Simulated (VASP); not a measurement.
Here is a VASP 6.6.1 calculation.

The input INCAR:

```
PREC = Accurate ; ENCUT = 520
EDIFF = 1E-7 ; ISMEAR = 0
SIGMA = 0.02 ; LREAL = False
LASPH = True ; NELM = 80
ALGO = Normal ; ISIF = 2
LWAVE = False ; LCHARG = False
LDIPOL = True ; IDIPOL = 3
DIPOL = 0.5 0.5 0.500 ; GGA = PE
IVDW = 12 ; NBANDS = 20
```

File KPOINTS:

```
Automatic mesh
0
Gamma
  9 9 1
```

Contents of POSCAR:

```
WSe2
1.0
    3.4170000000      0.0000000000      0.0000000000
   -1.7085000000      2.9592088047      0.0000000000
    0.0000000000      0.0000000000     32.7373831004
Se W
2 1
Direct
    0.3333333333      0.6666666667      0.4512178480
    0.3333333333      0.6666666667      0.5487821520
    0.6666666667      0.3333333333      0.5000000000
```

Potentials or basis: VASP PAW PBE potentials, release 64 (Se, W_sv).

The run is started by

```bash
$ cat potpaw_PBE.64/Se/POTCAR potpaw_PBE.64/W_sv/POTCAR > POTCAR
$ mpirun -np 1 vasp_std > vasp.out
```

Estimate the dispersion energy per atom.

-0.317 eV.

Predict the largest force.

0.779 eV/Å.

What does it give for the band gap on the k mesh?

0.95 eV (least direct gap 1.15 eV).

Forces in eV/Å, atoms in the order of the input:
```
Se   0.000  0.000 -0.779
Se   0.000  0.000  0.779
W    0.000  0.000  0.000
```

Caveat: spin-orbit coupling is left out, which moves the levels of the heavy elements.
